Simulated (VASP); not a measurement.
# Mo (Im-3m) in VASP: further runs, part 2 of 2

VASP 6.6.1.

## Step 3: Single point, LDA

Contents of INCAR:

```
SYSTEM = Mo
PREC = Accurate
ENCUT = 500
EDIFF = 1E-6
ISMEAR = 1
SIGMA = 0.1
LREAL = .False.
LASPH = .True.
NELM = 120
ALGO = Normal
ISIF = 2
LWAVE = .False.
LCHARG = .False.
GGA = CA
NBANDS = 13
GGA_COMPAT = .False.
```

Contents of KPOINTS:

```
Automatic mesh
0
Gamma
  12 12 12
  0 0 0
```

Contents of POSCAR:

```
Mo
1.0
   -1.5734150000      1.5734150000      1.5734150000
    1.5734150000     -1.5734150000      1.5734150000
    1.5734150000      1.5734150000     -1.5734150000
Mo
1
Direct
    0.0000000000      0.0000000000      0.0000000000
```

Potentials or basis: VASP PAW LDA potentials, release 64 (Mo_sv).

Run with:

```console
$ cat potpaw_LDA.64/Mo_sv/POTCAR > POTCAR
$ mpirun -np 1 vasp_std > vasp.out
```

OUTCAR:

```text
SYSTEM = Mo
   PREC = Accurate
   ENCUT = 500
   EDIFF = 1E-6
   ISMEAR = 1
   LREAL = .False.
   LASPH = .True.
   NELM = 120
   ISIF = 2
   GGA = CA

 ion  position               nearest neighbor table
   1  0.000  0.000  0.000-

  LATTYP: Found a body centered cubic cell.
 ALAT       =     3.1468300000

  Lattice vectors:

 A1 = (  -1.5734150000,   1.5734150000,   1.5734150000)
 A2 = (   1.5734150000,  -1.5734150000,   1.5734150000)
 A3 = (   1.5734150000,   1.5734150000,  -1.5734150000)

Analysis of symmetry for initial positions (statically):
=====================================================================
 Subroutine PRICEL returns:
 Original cell was already a primitive cell.

 Routine SETGRP: Setting up the symmetry group for a
 body centered cubic supercell.

 Subroutine GETGRP returns: Found 48 space group operations
 (whereof 48 operations were pure point group operations)
 out of a pool of 48 trial point group operations.

The static configuration has the point symmetry O_h .

Analysis of symmetry for dynamics (positions and initial velocities):
=====================================================================
[... 161 lines left out ...]
 Fermi energy:        12.4644810868

 k-point     1 :       0.0000    0.0000    0.0000
  band No.  band energies     occupation
      1     -48.4184      2.00000
      2     -21.8512      2.00000
      3     -21.8512      2.00000
      4     -21.8512      2.00000
      5       5.2794      2.00000
      6      11.1377      2.00000
      7      11.1377      2.00000
      8      11.1377      2.00000
      9      14.1479     -0.00000
     10      14.1479     -0.00000
     11      27.3499      0.00000
     12      27.3499      0.00000
     13      27.3499      0.00000
[... 354 lines left out ...]
  band No.  band energies     occupation
      1     -48.1377      2.00000
      2     -23.1945      2.00000
      3     -22.3778      2.00000
      4     -21.9601      2.00000
      5       7.7459      2.00000
      6       9.0886      2.00000
      7      12.8895     -0.00000
      8      14.3517     -0.00000
      9      14.8414      0.00000
     10      18.9591      0.00000
     11      23.5897      0.00000
     12      25.0501      0.00000
     13      28.5501      0.00000

 [... further k-points ...]
[... 5 lines left out ...]
  --------------------------------------------------------------------------------------
  -------------------------------------------------------------------------------------
  Total       -0.8098722     -0.8098722     -0.8098722      0.0000000      0.0000000     -0.0000000
  in kB      -83.2793324    -83.2793324    -83.2793324      0.0000000      0.0000000     -0.0000000
  external PRESSURE =     -83.2793324 kB  Pullay stress =       0.0000000 kB

 VOLUME and BASIS-vectors are now :
 -----------------------------------------------------------------------------
  energy-cutoff  :      500.00
  volume of cell :       15.58
      direct lattice vectors                 reciprocal lattice vectors
    -1.573415000  1.573415000  1.573415000     0.000000000  0.317780115  0.317780115
     1.573415000 -1.573415000  1.573415000     0.317780115  0.000000000  0.317780115
     1.573415000  1.573415000 -1.573415000     0.317780115  0.317780115  0.000000000

 POSITION                                       TOTAL-FORCE (eV/Angst)
 -----------------------------------------------------------------------------------
      0.00000      0.00000      0.00000         0.000000     -0.000000      0.000000
 -----------------------------------------------------------------------------------
    total drift:                               -0.000000     -0.000000      0.000000

  FREE ENERGIE OF THE ION-ELECTRON SYSTEM (eV)
  ---------------------------------------------------
  free  energy   TOTEN  =       -12.1339195144 eV

  energy  without entropy=      -12.1337781224  energy(sigma->0) =      -12.13387238
```

OSZICAR:

```text
N       E                     dE             d eps       ncg     rms          rms(c)
DAV:   1     0.940976321440E+02    0.94098E+02   -0.76906E+03  1872   0.107E+03
DAV:   2    -0.116511280483E+02   -0.10575E+03   -0.10217E+03  2082   0.318E+02
DAV:   3    -0.128656881530E+02   -0.12146E+01   -0.12121E+01  2117   0.347E+01
DAV:   4    -0.128686468030E+02   -0.29586E-02   -0.29586E-02  2092   0.204E+00
DAV:   5    -0.128686671134E+02   -0.20310E-04   -0.20310E-04  2152   0.152E-01    0.156E+01
DAV:   6    -0.122362624909E+02    0.63240E+00   -0.75128E-01  1922   0.110E+01    0.390E+00
DAV:   7    -0.121410694657E+02    0.95193E-01   -0.14057E-01  2052   0.438E+00    0.102E+00
DAV:   8    -0.121339790117E+02    0.70905E-02   -0.48936E-03  1932   0.882E-01    0.231E-01
DAV:   9    -0.121339080778E+02    0.70934E-04   -0.15137E-04  2218   0.151E-01    0.785E-02
DAV:  10    -0.121339194751E+02   -0.11397E-04   -0.77349E-06  1942   0.319E-02    0.107E-03
DAV:  11    -0.121339195144E+02   -0.39292E-07   -0.50162E-08  1051   0.240E-03
   1 F= -.12133920E+02 E0= -.12133872E+02  d E =-.141392E-03
```

It took 12 s on 1 thread of AMD EPYC 9R14 (Zen 4), shared host; peak memory 0.09 GiB.

What came out:

```yaml
Free_energy: -12.1339 eV
Pressure: -8.3 GPa
Band_gap_on_the_k_mesh: zero (band 7 reaches 16.55 eV, above the bottom of band 8 at 11.14 eV)
```
